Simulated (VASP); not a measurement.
Set up this calculation in VASP 6.6.1, as the native input.

| Property | Result |
| --- | --- |
| Task | single point |
| Functional | PBE |
| Potentials or basis | VASP PAW PBE potentials, release 64 (Al, In_d, Sb, N) |
| Cutoff | 520 eV |
| k mesh | 3 × 3 × 3 |
| Occupations | gaussian, width 0.15 eV |
| Spin | no spin polarisation |
| Dipole correction | no |
| Further INCAR settings | ALGO = Normal; EDIFF = 1e-06; NBANDS = 41 |

The structure of AlIn3Sb2N2 lies in POSCAR:

```
AlIn3Sb2N2
1.0
   -2.9116124872      2.9116124872      5.1628581367
    2.9116124872     -2.9116124872      5.1628581367
    2.9116124872      2.9116124872     -5.1628581367
Al In Sb N
1 3 2 2
Direct
    0.0000000000      0.0000000000      0.0000000000
    0.7574163234      0.7574163234      0.0000000000
    0.2425836766      0.2425836766      0.0000000000
    0.5000000000      0.5000000000      0.0000000000
    0.7500000000      0.2500000000      0.5000000000
    0.2500000000      0.7500000000      0.5000000000
    0.5000000000      0.0000000000      0.5000000000
    0.0000000000      0.5000000000      0.5000000000
```

The input as run:

INCAR

```
SYSTEM = AlIn3Sb2N2
PREC     = Accurate       ! precision mode
ENCUT    = 520            ! plane-wave cutoff, eV
EDIFF    = 1E-6           ! SCF threshold, eV
ISMEAR   = 0              ! smearing method
SIGMA    = 0.15           ! smearing width, eV
LREAL    = .FALSE.        ! projectors in reciprocal space
LASPH    = .TRUE.         ! aspherical terms in the spheres
NELM     = 60             ! most SCF steps
ALGO     = Normal         ! electronic algorithm
ISIF     = 2              ! what is computed and relaxed
LWAVE    = .FALSE.        ! write WAVECAR
LCHARG   = .TRUE.         ! write CHGCAR
GGA      = PE             ! functional
LELF     = .TRUE.         ! ELF
LVHAR    = .TRUE.       
NBANDS   = 41             ! bands
```

KPOINTS

```
Automatic mesh
0
G
  3 3 3
  0 0 0
```

Potentials or basis: VASP PAW PBE potentials, release 64 (Al, In_d, Sb, N).

Launch:

```console
$ cat potpaw_PBE.64/Al/POTCAR potpaw_PBE.64/In_d/POTCAR potpaw_PBE.64/Sb/POTCAR potpaw_PBE.64/N/POTCAR > POTCAR
$ mpirun -np 1 vasp_std > vasp.out
```

It gave:

```
Pressure               : 0.0 GPa
Band gap on the k mesh : zero (band 31 reaches 6.34 eV, above the bottom of band 32 at 5.72 eV)
```

Caveat: the k points lie up to 0.51 Å⁻¹ apart; spin-orbit coupling is left out, which moves the levels of the heavy elements.

Wall time 38 s on 1 thread of Intel(R) Xeon(R) 6975P-C (Granite Rapids), on a shared host, peak memory 0.36 GiB.
